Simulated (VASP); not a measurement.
Input of a VASP 6.6.1 run:

INCAR

```
ALGO = Normal
EDIFF = 1E-6
ENCUT = 520
GGA = PE
ISIF = 2
ISMEAR = 0
LASPH = True
LCHARG = True
LELF = True
LREAL = False
LVHAR = True
LWAVE = False
NBANDS = 30
NELM = 80
PREC = Accurate
SIGMA = 0.1
```

The input KPOINTS:

```
k-points
0
Gamma
  4 4 4
```

File POSCAR:

```
Sn3H
1.0
    0.0000000000      3.8231070000      3.8231070000
    3.8231070000      0.0000000000      3.8231070000
    3.8231070000      3.8231070000      0.0000000000
Sn H
3 1
Direct
    0.7500000000      0.7500000000      0.7500000000
    0.2500000000      0.2500000000      0.2500000000
    0.0000000000      0.0000000000      0.0000000000
    0.5000000000      0.5000000000      0.5000000000
```

Potentials or basis: VASP PAW PBE potentials, release 64 (Sn_d, H).

Command:

```sh
$ cat potpaw_PBE.64/Sn_d/POTCAR potpaw_PBE.64/H/POTCAR > POTCAR
$ mpirun -np 1 vasp_std > vasp.out
```

Question: Predict the pressure.

Answer: -5.5 GPa.
